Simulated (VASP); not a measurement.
B: single point with PBE

B:

```
CELL_PARAMETERS angstrom
2.88587 0.00000 0.00000
-1.44294 2.49924 0.00000
0.00000 0.00000 3.69826
ATOMIC_POSITIONS crystal
B 0.00000 0.00000 0.25000
B 0.00000 0.00000 0.75000
B 0.33333 0.66667 0.25000
B 0.66667 0.33333 0.75000
```

This cell differs from its parent crystal: volume scaled by 0.85.

* Program: VASP 6.6.1
* Task: single point
* Functional: PBE
* Potentials or basis: VASP PAW PBE potentials, release 64 (B)
* Cutoff: 520 eV
* k mesh: 15 × 15 × 5
* Occupations: fermi-dirac, width 0.05 eV
* Spin: no spin polarisation

- Pressure: 33.1 GPa
- Band gap on the k mesh: zero (band 6 reaches 8.30 eV, above the bottom of band 7 at 5.56 eV)

Stress tensor (GPa, compression positive):
```
33.14  0.00  0.00
 0.00 33.14  0.00
 0.00  0.00 33.04
```

Levels at points of the mesh, in eV from the Fermi level:
```
           k point  band 4  band 5  band 6  band 7  band 8  band 9
(0.00, 0.00, 0.00)   -1.09   -1.09    1.10    1.10    7.64    8.24
```

It took 17 s on 1 thread of AMD EPYC 9R45 96-Core Processor (Zen 5), on a shared host, peak memory 0.12 GiB.
